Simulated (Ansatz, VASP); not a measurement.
**Pb in VASP and in Ansatz**

POSCAR

```
Pb
1.0
   -1.9796595667      1.9796595667      1.9796595667
    1.9796595667     -1.9796595667      1.9796595667
    1.9796595667      1.9796595667     -1.9796595667
Pb
1
Direct
    0.0000000000      0.0000000000      0.0000000000
```

Contents of INCAR.step1:

```
PREC = Accurate ; ENCUT = 520
ISMEAR = 0 ; SIGMA = 0.15
LREAL = F ; LASPH = T
NELM = 60 ; NBANDS = 13
GGA = PE ; ALGO = Normal
EDIFF = 1E-4 ; LWAVE = T
LCHARG = F
```

File INCAR.step2:

```
PREC = Accurate ; ENCUT = 520
EDIFF = 1E-6 ; ISMEAR = 0
SIGMA = 0.15 ; LREAL = F
LASPH = T ; NELM = 60
ALGO = Normal ; ISIF = 2
LWAVE = F ; LCHARG = T
METAGGA = R2SCAN ; LMIXTAU = T
LELF = T ; LVHAR = T
NBANDS = 13 ; ISTART = 1
```

KPOINTS

```
Automatic mesh
0
Gamma
  18 18 18
```

Input for Ansatz:

```yaml
crystal:
  lattice:
    - [-1.9796595667, 1.9796595667, 1.9796595667]
    - [1.9796595667, -1.9796595667, 1.9796595667]
    - [1.9796595667, 1.9796595667, -1.9796595667]
  atoms:
    - { symbol: Pb, position: [0.0, 0.0, 0.0] }
basis:
  ecutwfc: 500
kpoints:
  mp_grid: { grid: [18, 18, 18] }
hamiltonian:
  xc: r2scan
scf:
  occupations: { method: gaussian, width: 0.15 }
output:
  forces: true
  stress: true
  eigenvalues: true
```

Alike in both runs: task single point; functional r2SCAN; k mesh 18 × 18 × 18; occupations gaussian, width 0.15 eV; no spin polarisation.

|  | VASP | Ansatz |
| --- | --- | --- |
| version | VASP 6.6.1 | Ansatz 0.2.0 |
| potentials or method | VASP PAW PBE potentials, release 64 (Pb_d), cutoff 520 eV | scalar-relativistic, plane waves, PAW |
| valence electrons in the cell | 14 | 14 |

Ansatz gave:

- gap on the k mesh at the Fermi level (eV): none
- pressure (GPa): 0.0

Task: What did VASP give for the same quantities?

Result: gap on the k mesh at the Fermi level (eV): none; pressure (GPa): -0.1.

VASP's potentials were made for PBE, not for r2SCAN. A gap of «none» marks a metal or a gap that the smearing closes. The functional is the same, so the differences come from potentials, cutoffs and numerics.

Spin-orbit coupling is off throughout.
